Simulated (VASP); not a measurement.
**ZnS: electric field gradients with PBE**

The system is ZnS.

```xyz
16
Lattice="3.8084 0.0000 0.0000 -1.9042 3.2982 0.0000 0.0000 0.0000 24.8910" Properties=species:S:1:pos:R:3 pbc="T T T"
Zn    0.0000    2.1988   18.6661
Zn    0.0000    2.1988    3.1060
Zn    0.0000    0.0000    0.0011
Zn    1.9042    1.0994   21.7877
Zn    1.9042    1.0994    6.2206
Zn    0.0000    2.1988    9.3422
Zn    0.0000    0.0000   12.4465
Zn    1.9042    1.0994   15.5515
S     0.0000    0.0000   14.7781
S     1.9042    1.0994   24.1190
S     0.0000    2.1988    5.4387
S     1.9042    1.0994    8.5607
S     0.0000    2.1988   21.0062
S     0.0000    2.1988   11.6736
S     1.9042    1.0994   17.8842
S     0.0000    0.0000    2.3326
```

```json
{
  "Program": "VASP 6.6.1",
  "Task": "electric field gradients",
  "Functional": "PBE",
  "Potentials or basis": "VASP PAW PBE potentials, release 64 (Zn, S)",
  "Cutoff": "520 eV",
  "k mesh": "8 × 8 × 2",
  "Occupations": "fermi-dirac, width 0.02 eV",
  "Spin": "no spin polarisation",
  "Dipole correction": "no",
  "Further INCAR settings": "LREAL = Auto; ALGO = Normal; EDIFF = 1e-08; NBANDS = 86"
}
```

* Pressure: 2.5 GPa
* Largest force: 0.021 eV/Å
* Band gap on the k mesh: 2.17 eV
* Largest electric field gradient by atom: Zn +0.0, +0.7, +0.3 (each value once); S -0.5, -0.3, +0.8, +2.2 (each value once) V/Å²

Forces on the atoms (eV/Å):
```
Zn   0.000  0.000  0.020
Zn   0.000  0.000  0.015
Zn   0.000  0.000  0.007
Zn   0.000  0.000 -0.018
Zn   0.000  0.000  0.020
Zn   0.000  0.000 -0.018
Zn   0.000  0.000  0.007
Zn   0.000  0.000  0.015
S    0.000  0.000 -0.004
S    0.000  0.000 -0.021
S    0.000  0.000  0.009
S    0.000  0.000 -0.009
S    0.000  0.000 -0.009
S    0.000  0.000 -0.021
S    0.000  0.000  0.009
S    0.000  0.000 -0.004
```

Levels at points of the mesh, in eV from the valence-band top:
```tsv
k point	band 69	band 70	band 71	band 72	band 73	band 74	band 75	band 76
(0.00, 0.00, 0.00)	-0.14	-0.02	0.00	0.00	2.17	2.97	3.05	3.26
(0.50, 0.00, 0.00)	-1.12	-1.11	-1.03	-0.88	3.33	3.36	3.69	3.83
(0.00, 0.00, 0.50)	-0.04	-0.04	-0.04	-0.04	2.47	2.47	3.28	3.28
(0.50, 0.00, 0.50)	-1.14	-1.14	-0.95	-0.95	3.46	3.46	3.59	3.59
```

Electric field gradients, principal values (V/Å²):
```
atom   least  middle  greatest (by size)
1 Zn  -0.009  -0.022               0.032
2 Zn  -0.344  -0.357               0.701
3 Zn  -0.166  -0.167               0.333
4 Zn  -0.123  -0.136               0.259
5 Zn  -0.009  -0.022               0.032
6 Zn  -0.123  -0.136               0.259
7 Zn  -0.166  -0.167               0.333
8 Zn  -0.344  -0.357               0.701
 9 S   0.270   0.271              -0.541
10 S   0.147   0.148              -0.295
11 S  -0.397  -0.398               0.795
12 S  -1.113  -1.114               2.226
13 S  -1.113  -1.114               2.226
14 S   0.147   0.148              -0.295
15 S  -0.397  -0.398               0.795
16 S   0.270   0.271              -0.541
```

Run time: 18 min on 1 thread of AMD EPYC 9R45 96-Core Processor (Zen 5), on a shared host, peak memory 0.54 GiB.

Caveat: without QUAD_EFG the Cq values of the log hold for a quadrupole moment of 1 mb, not for the nuclei. A k mesh can miss the band edges.
